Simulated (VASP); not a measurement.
Write the native input for VASP 6.6.1 that does the following.

| Quantity | Value |
| --- | --- |
| Task | single point |
| Functional | PBE |
| Potentials or basis | VASP PAW PBE potentials, release 64 (Zn, Mg, C) |
| Cutoff | 520 eV |
| k mesh | 6 × 6 × 6 |
| Occupations | fermi-dirac, width 0.05 eV |
| Spin | no spin polarisation |
| Dipole correction | no |
| Further INCAR settings | ALGO = Normal; EDIFF = 1e-06; NBANDS = 19 |

The structure of Mg3ZnC lies in POSCAR:

```
Mg3ZnC
1.0
    4.4069310000      0.0000000000      0.0000000000
    0.0000000000      4.4069310000      0.0000000000
    0.0000000000      0.0000000000      4.4069310000
Zn Mg C
1 3 1
Direct
    0.0000000000      0.0000000000      0.0000000000
    0.5000000000      0.0000000000      0.5000000000
    0.5000000000      0.5000000000      0.0000000000
    0.0000000000      0.5000000000      0.5000000000
    0.5000000000      0.5000000000      0.5000000000
```

These files were run (other wordings do the same):

INCAR

```
ALGO = Normal
EDIFF = 1E-6
ENCUT = 520
GGA = PE
ISIF = 2
ISMEAR = -1
LASPH = T
LCHARG = F
LREAL = F
LWAVE = F
NBANDS = 19
NELM = 60
PREC = Accurate
SIGMA = 0.05
```

KPOINTS

```
k-points
0
Gamma
  6 6 6
```

Potentials or basis: VASP PAW PBE potentials, release 64 (Zn, Mg, C).

Launch:

```console
$ cat potpaw_PBE.64/Zn/POTCAR potpaw_PBE.64/Mg/POTCAR potpaw_PBE.64/C/POTCAR > POTCAR
$ mpirun -np 1 vasp_std > vasp.out
```

It gave:

- Pressure: -0.3 GPa
- Band gap on the k mesh: zero (band 11 reaches 4.67 eV, above the bottom of band 12 at 1.28 eV)

Wall time 15 s on 1 thread of Intel(R) Xeon(R) 6975P-C (Granite Rapids), with other jobs on the host, peak memory 0.21 GiB.
